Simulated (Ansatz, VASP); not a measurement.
# AlNi: VASP beside Ansatz

```
Al Ni
1.0
     2.12227   -2.12221    0.00000
     2.12227    2.12221    0.00000
     0.00000    0.00000    2.94540
Al Ni
1 1
Direct
  0.00000 0.00000 0.00000
  0.50000 0.50000 0.50000
```

Alike in both runs: task single point; functional PBEsol; k mesh 16 × 16 × 16; occupations gaussian, width 0.15 eV; no spin polarisation.

```csv
,VASP,Ansatz
version,VASP 6.6.1,Ansatz 0.2.0
potentials or method,"VASP PAW PBE potentials, release 64 (Al, Ni), cutoff 520 eV","scalar-relativistic, plane waves, PAW"
valence electrons in the cell,13,21
```

|  | VASP | Ansatz | Ansatz less VASP |
| --- | --- | --- | --- |
| gap on the k mesh at the Fermi level (eV) | none | none | - |
| pressure (GPa) | -16.4 | -16.3 | +0.07 |
| traceless stress, the component that is largest in VASP (GPa) | 0.77 | 0.75 | -0.019 |

VASP's potentials were made for PBE, not for PBEsol, and Ansatz warns of the same on its side. A gap of «none» marks a metal or a gap that the smearing closes. The functional is the same, so the differences come from potentials, cutoffs and numerics. VASP's potentials hold 13 valence electrons a cell and Ansatz's 21, so a difference there can come from the potentials and not from the codes. Ansatz's warnings: near symmetry operations not taken.
